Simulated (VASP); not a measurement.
# Ta (Cmcm) in VASP: single point with PBE

Aim: the single point of Ta with PBE.

Everything below comes from runs of VASP 6.6.1. Logs are shortened: lines on timing, memory, paths and dates and some standing lists are left out, and cuts for length are marked.

## (1) The cell of the first run

Symmetry: Cmcm, No. 63, orthorhombic system. The conventional cell has a = 3.319 Å, b = 4.693 Å, c = 4.693 Å, α = 90.00°, β = 90.00°, γ = 90.00°. Ta (site symmetry m2m) has 14 Ta at 2.87 to 3.46 Å within 3.8 Å.

## (2) Single point, PBE (atoms displaced along a vibrational mode)

The input, INCAR:

```
ALGO = Fast
EDIFF = 1E-7
ENCUT = 520
GGA = PE
ISIF = 2
ISMEAR = 0
LASPH = True
LCHARG = False
LREAL = False
LWAVE = False
NBANDS = 18
NELM = 100
PREC = Accurate
SIGMA = 0.15
```

The input, KPOINTS:

```
k-points
0
Gamma
  22 22 14
```

The input, POSCAR:

```
Ta
1.0
   -1.6593948201      1.6593948201      1.6593948201
    1.6593948201     -1.6593948201      1.6593948201
    3.3187896402      3.3187896402      0.0000000000
Ta
2
Direct
    0.0213061645     -0.0213061645      0.0000000000
    0.4786938355      0.5213061645      0.5000000000
```

Potentials or basis: VASP PAW PBE potentials, release 64 (Ta_pv).

Launch:

```
$ cat potpaw_PBE.64/Ta_pv/POTCAR > POTCAR
$ mpirun -np 1 vasp_std > vasp.out
```

OUTCAR:

```text
EDIFF = 1E-7
   ENCUT = 520
   GGA = PE
   ISIF = 2
   ISMEAR = 0
   LASPH = True
   LREAL = False
   NELM = 100
   PREC = Accurate

 ion  position               nearest neighbor table
   1  0.021  0.979  0.000-   2 2.88   2 2.88   2 2.88   2 2.88   2 3.18   2 3.18   2 3.46   2 3.46

   2  0.479  0.521  0.500-   1 2.88   1 2.88   1 2.88   1 2.88   1 3.18   1 3.18   1 3.46   1 3.46

  LATTYP: Found a base centered orthorhombic cell.
 ALAT       =     3.3187896402
 B/A-ratio  =     1.4142135624
 C/A-ratio  =     1.4142135624

  Lattice vectors:

 A1 = (  -1.6593948201,   1.6593948201,   1.6593948201)
 A2 = (   1.6593948201,  -1.6593948201,   1.6593948201)
 A3 = (   3.3187896402,   3.3187896402,   0.0000000000)

Analysis of symmetry for initial positions (statically):
=====================================================================
 Subroutine PRICEL returns:
 Original cell was already a primitive cell.

 Routine SETGRP: Setting up the symmetry group for a
 base centered orthorhombic supercell.

 Subroutine GETGRP returns: Found  8 space group operations
 (whereof  4 operations were pure point group operations)
 out of a pool of  8 trial point group operations.

The static configuration has the point symmetry C_2v.
 The point group associated with its full space group is D_2h.

Analysis of symmetry for dynamics (positions and initial velocities):
=====================================================================
 Subroutine PRICEL returns:
 Original cell was already a primitive cell.

 Routine SETGRP: Setting up the symmetry group for a
 base centered orthorhombic supercell.

 Subroutine GETGRP returns: Found  8 space group operations
 (whereof  4 operations were pure point group operations)
 out of a pool of  8 trial point group operations.

The dynamic configuration has the point symmetry C_2v.
 The point group associated with its full space group is D_2h.

 Subroutine INISYM returns: Found  8 space group operations
 (whereof  4 operations are pure point group operations),
 and found     1 'primitive' translations

----------------------------------------------------------------------------------------

                                     Primitive cell

  volume of cell :      36.5544

  direct lattice vectors                    reciprocal lattice vectors
    -1.659394820  1.659394820  1.659394820    -0.150657334  0.150657334  0.301314668
     1.659394820 -1.659394820  1.659394820     0.150657334 -0.150657334  0.301314668
     3.318789640  3.318789640  0.000000000     0.150657334  0.150657334  0.000000000

  length of vectors
     2.874156138  2.874156138  4.693477320     0.369033595  0.369033595  0.213061645

  position of ions in fractional coordinates (direct lattice)
     0.021306164  0.978693836  0.000000000
     0.478693836  0.521306164  0.500000000

  ion indices of the primitive-cell ions
   primitive index   ion index
                 1           1
                 2           2

----------------------------------------------------------------------------------------

 KPOINTS: k-points

Automatic generation of k-mesh.
 Grid dimensions read from file:
 generate k-points for:   22   22   14

 Generating k-lattice:

  Cartesian coordinates                     Fractional coordinates (reciprocal lattice)
    -0.006848061  0.006848061  0.013696121     0.045454545  0.000000000  0.000000000
     0.006848061 -0.006848061  0.013696121     0.000000000  0.045454545  0.000000000
     0.010761238  0.010761238  0.000000000     0.000000000  0.000000000  0.071428571

  Length of vectors
     0.016774254  0.016774254  0.015218689

  Shift w.r.t. Gamma in fractional coordinates (k-lattice)
     0.000000000  0.000000000  0.000000000

 Subroutine IBZKPT returns following result:
 ===========================================

 Found   1064 irreducible k-points:

 Following reciprocal coordinates:
            Coordinates               Weight
  0.000000  0.000000  0.000000      1.000000
  0.045455  0.000000  0.000000      4.000000
  0.090909  0.000000  0.000000      4.000000
  0.136364  0.000000  0.000000      4.000000
  0.181818  0.000000  0.000000      4.000000
  0.227273  0.000000  0.000000      4.000000
[... 16 lines left out ...]
  0.500000  0.045455  0.000000      4.000000
 -0.454545  0.045455  0.000000      4.000000
 [... further k-points ...]
   k-points           NKPTS =   1064   k-points in BZ     NKDIM =   1064   number of bands    NBANDS=     18
   number of dos      NEDOS =    301   number of ions     NIONS =      2
   total plane-waves  NPLWV =  20736
   dimension x,y,z NGX =    24 NGY =   24 NGZ =   36
   dimension x,y,z NGXF=    48 NGYF=   48 NGZF=   72
   ions per type =               2
   NGX,Y,Z   is equivalent  to a cutoff of  13.88, 13.88, 12.75 a.u.
   NGXF,Y,Z  is equivalent  to a cutoff of  27.76, 27.76, 25.50 a.u.
 SYSTEM =  unknown system
   PREC   = accura    normal or accurate (medium, high low for compatibility)
   ISTART =      0    job   : 0-new  1-cont  2-samecut
   ICHARG =      2    charge: 1-file 2-atom 10-const
   ISPIN  =      1    spin polarized calculation?
   LNONCOLLINEAR =      F non collinear calculations
   LSORBIT =      F    spin-orbit coupling
   LASPH  =      T    aspherical Exc in radial PAW
   ENCUT  =  520.0 eV  38.22 Ry    6.18 a.u.   5.34  5.34  8.73*2*pi/ulx,y,z
   NELM   =    100;   NELMIN=  2; NELMDL= -5     # of ELM steps
   EDIFF  = 0.1E-06   stopping-criterion for ELM
   LREAL  =      F    real-space projection
   EDIFFG = 0.1E-05   stopping-criterion for IOM
   NSW    =      0    number of steps for IOM
   IBRION =     -1    ionic relax: 0-MD 1-quasi-New 2-CG
   NFREE  =      0    steps in history (QN), initial steepest desc. (CG)
   ISIF   =      2    stress and relaxation
   ISYM   =      2    0-nonsym 1-usesym 2-fastsym
   POTIM  = 0.5000    time-step for ionic-motion
   TEBEG  =    0.0;   TEEND  =   0.0 temperature during run
   PSTRESS=    0.0 pullay stress
   NELECT =      22.0000    total number of electrons
   NUPDOWN=      -1.0000    fix difference up-down
   EMIN   =  10.00;   EMAX   =-10.00  energy-range for DOS
   EFERMI =   0.00;   METHOD = LEGACY
   ISMEAR =     0;   SIGMA  =   0.15  broadening in eV -4-tet -1-fermi 0-gaus
   EFERMI_NEDOS =   21; number of points for ismear=-14 and -15
   IALGO  =     68    algorithm
   IMIX   =      4    mixing-type and parameters
     AMIX     =   0.40;   BMIX     =  1.00
     AMIX_MAG =   1.60;   BMIX_MAG =  1.00
  volume/ion in A,a.u.               =      18.28       123.34
  Fermi-wavevector in a.u.,A,eV,Ry     =   1.382195  2.611970 25.993429  1.910463
  Thomas-Fermi vector in A             =   2.506909
   LORBIT       =      0    0 simple, 1 ext, 2 COOP (PROOUT), +10 PAW based schemes
   GGA     = PE    functional components
   LHFCALC =     F    Hartree Fock is set to
   AEXX    =    0.0000 exact exchange contribution
   IVDW    =     0    specifies the selected vdW correction
   LEPSILON=     F    determine dielectric tensor
   LRPA    =     F    only Hartree local field effects (RPA)
 non-spin polarized calculation
 RMM-DIIS sequential band-by-band and
 Gauss-broadening in eV      SIGMA  =   0.15
  energy-cutoff  :      520.00
  volume of cell :       36.55
 maximum number of plane-waves:      1027
 NGX is ok and might be reduce to    24
   NGX = 11   NGY = 11   NGZ = 17

 number of electron      21.9999998 magnetization

 Free energy of the ion-electron system (eV)
  ---------------------------------------------------
  ext. energy  EPLUGINS =         0.00000000
  ---------------------------------------------------
  free energy    TOTEN  =       -23.58879014 eV

  energy without entropy =      -23.55758603  energy(sigma->0) =      -23.57318809

 E-fermi :   5.4328     XC(G=0): -12.5425

 val. band max:        5.4324939732   @ k =   0.3636   0.1818   0.2857
 cond. band min:       5.4328585107   @ k =   0.5000   0.0455   0.2143
 fundamental gap:      0.0003645375
 Fermi energy:         5.4327657168

 k-point     1 :       0.0000    0.0000    0.0000
  band No.  band energies     occupation
      1     -28.8741      2.00000
      2     -28.1158      2.00000
      3     -27.7776      2.00000
      4     -27.7677      2.00000
      5     -27.7575      2.00000
      6     -27.7531      2.00000
[... 10 lines left out ...]
     17      10.3226      0.00000
     18      12.7585      0.00000

 k-point     2 :       0.0455    0.0000    0.0000
  band No.  band energies     occupation
      1     -28.8669      2.00000
      2     -28.1225      2.00000
      3     -27.7890      2.00000
      4     -27.7813      2.00000
      5     -27.7613      2.00000
      6     -27.7580      2.00000
[... 10 lines left out ...]
     17      10.3941      0.00000
     18      12.8574      0.00000

 k-point     3 :       0.0909    0.0000    0.0000
  band No.  band energies     occupation
      1     -28.8455      2.00000
      2     -28.1442      2.00000
      3     -27.8351      2.00000
      4     -27.8154      2.00000
      5     -27.7728      2.00000
      6     -27.7623      2.00000
[... 10 lines left out ...]
     17      10.5406      0.00000
     18      13.1586      0.00000

 k-point     4 :       0.1364    0.0000    0.0000
  band No.  band energies     occupation
      1     -28.8104      2.00000
      2     -28.1852      2.00000
      3     -27.9202      2.00000
      4     -27.8490      2.00000
      5     -27.7920      2.00000
      6     -27.7685      2.00000
[... 375 lines left out ...]
      4     -28.1765      2.00000
      5     -27.9419      2.00000
      6     -27.8498      2.00000
[... 10 lines left out ...]
     17      12.4973      0.00000
     18      14.4596      0.00000

 k-point    23 :       0.5000    0.0455    0.0000
  band No.  band energies     occupation
      1     -28.7020      2.00000
      2     -28.6514      2.00000
      3     -28.2989      2.00000
      4     -28.1590      2.00000
      5     -27.9369      2.00000
      6     -27.8485      2.00000
[... 10 lines left out ...]
     17      13.4572      0.00000
     18      13.6120      0.00000

 k-point    24 :      -0.4545    0.0455    0.0000
  band No.  band energies     occupation
      1     -28.6878      2.00000
      2     -28.6286      2.00000
      3     -28.3699      2.00000
      4     -28.0919      2.00000
      5     -27.9325      2.00000
      6     -27.8432      2.00000
[... 10 lines left out ...]
     17      12.4243      0.00000
     18      14.7033      0.00000

 [... further k-points ...]

------------------------ aborting loop because EDIFF is reached ----------------------------------------

  FORCE on cell =-STRESS in cart. coord.  units (eV):
  Direction    XX          YY          ZZ          XY          YZ          ZX
  --------------------------------------------------------------------------------------
  -------------------------------------------------------------------------------------
  Total        0.1672465      0.1672465      0.2024299     -0.0124041      0.0000000     -0.0000000
  in kB        7.3304143      7.3304143      8.8725028     -0.5436703      0.0000000     -0.0000000
  external PRESSURE =       7.8444438 kB  Pullay stress =       0.0000000 kB

 VOLUME and BASIS-vectors are now :
 -----------------------------------------------------------------------------
  energy-cutoff  :      520.00
  volume of cell :       36.55
      direct lattice vectors                 reciprocal lattice vectors
    -1.659394820  1.659394820  1.659394820    -0.150657334  0.150657334  0.301314668
     1.659394820 -1.659394820  1.659394820     0.150657334 -0.150657334  0.301314668
     3.318789640  3.318789640  0.000000000     0.150657334  0.150657334  0.000000000

 POSITION                                       TOTAL-FORCE (eV/Angst)
 -----------------------------------------------------------------------------------
      1.58868     -1.58868      1.65939         0.354297     -0.354297      0.000000
      1.73011      1.58868      1.65939        -0.354297      0.354297      0.000000
 -----------------------------------------------------------------------------------
    total drift:                                0.000000      0.000000     -0.000000

  FREE ENERGIE OF THE ION-ELECTRON SYSTEM (eV)
  ---------------------------------------------------
  free  energy   TOTEN  =       -23.5887901434 eV

  energy  without entropy=      -23.5575860307  energy(sigma->0) =      -23.57318809
```

Run time: 4.6 min. Hardware: 1 thread of Intel Xeon 6975P-C (Granite Rapids), shared host; peak memory 0.63 GiB.

Results:

| Property | Result |
| --- | --- |
| Free energy | -23.5888 eV |
| Pressure | 0.8 GPa |
| Largest force | 0.501 eV/Å |
| Band gap on the k mesh | zero (bands 11 and 12 overlap by 2.67 eV) |

Forces on the atoms (eV/Å):
```
Ta   0.354 -0.354  0.000
Ta  -0.354  0.354  0.000
```

Stress tensor (GPa, compression positive):
```
 0.73 -0.05  0.00
-0.05  0.73  0.00
 0.00  0.00  0.89
```

Caveat: the cell differs from its parent crystal (atoms displaced along a vibrational mode); spin-orbit coupling is left out, which moves the levels of the heavy elements.
